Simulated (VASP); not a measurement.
Here is a VASP 6.6.1 calculation.

INCAR

```
SYSTEM = In2O3
PREC = Accurate
ENCUT = 520
EDIFF = 1E-6
ISMEAR = -1
SIGMA = 0.1034
LREAL = Auto
LASPH = .True.
NELM = 80
ALGO = Normal
ISIF = 2
LWAVE = .False.
LCHARG = .True.
GGA = PE
LELF = .True.
LVHAR = .True.
ISYM = 0
NBANDS = 104
```

Contents of KPOINTS:

```
regular mesh
0
Gamma
  1 1 1
  0 0 0
```

POSCAR

```
In2O3
1.0
    6.5491560000      0.0602710000     -0.0265460000
    0.0602710000      6.5253210000     -0.0478520000
   -0.0265460000     -0.0478520000      6.3657510000
In O
8 12
Direct
    0.0815486053      0.7180012776      0.1659456341
    0.5788758390      0.6379897908      0.1529216153
    0.3259545586      0.8896063510      0.6780199591
    0.1615901173      0.4174090997      0.6123163522
    0.3228486119      0.2578383497      0.0928990813
    0.6905222182      0.2429395197      0.4874156631
    0.8078038679      0.7369747873      0.6826925337
    0.8447857874      0.2168011526      1.0011953110
    0.2850671242      0.5167488752      0.3020055071
    0.3306721493      0.5546634071      0.9136445607
    0.5721094166      0.1451760223      0.1944067840
    0.8331829358      0.8161496188      1.0014004735
    0.4222754625      0.1785525939      0.6444444376
    0.0547866785      0.1285123000      0.4816947659
    0.8235217145      0.4660960380      0.2816338300
    0.5610165793      0.7825526658      0.4910844700
    0.8400298807      0.4153634585      0.7305094726
    0.0559515635      0.0603770991      0.2673286239
    0.1228506563      0.0861412460      0.9008111100
    0.0701301835      0.7270819978      0.5577665547
```

Potentials or basis: VASP PAW PBE potentials, release 64 (In_d, O).

The run is started by

```sh
$ cat potpaw_PBE.64/In_d/POTCAR potpaw_PBE.64/O/POTCAR > POTCAR
$ mpirun -np 1 vasp_gam > vasp.out
```

Task: What does it give for the pressure?

Result: 9.0 GPa.

Task: Estimate the largest force.

Result: 3.637 eV/Å.

Forces on the atoms (eV/Å):
```
In   0.170  0.258  0.819
In  -0.306  1.553  0.941
In  -1.756  0.008  0.480
In   1.712 -0.973 -0.151
In  -3.350  0.453 -1.342
In   0.448 -0.415  0.013
In  -2.628  0.631  1.171
In  -0.432 -0.943  1.370
O    0.671 -1.048  1.103
O    0.233  0.950 -0.832
O    3.310 -1.436 -0.224
O   -1.946  0.003 -0.295
O    0.783  2.155  0.473
O   -1.781 -0.622  1.449
O    0.206  0.099 -1.195
O    0.505 -0.249 -0.975
O    0.065 -0.544  0.803
O    1.077  0.548 -1.376
O    0.193 -0.107 -0.907
O    2.826 -0.322 -1.325
```

Caveat: the k points lie up to 0.99 Å⁻¹ apart; the atoms stand as in a frame of molecular dynamics.
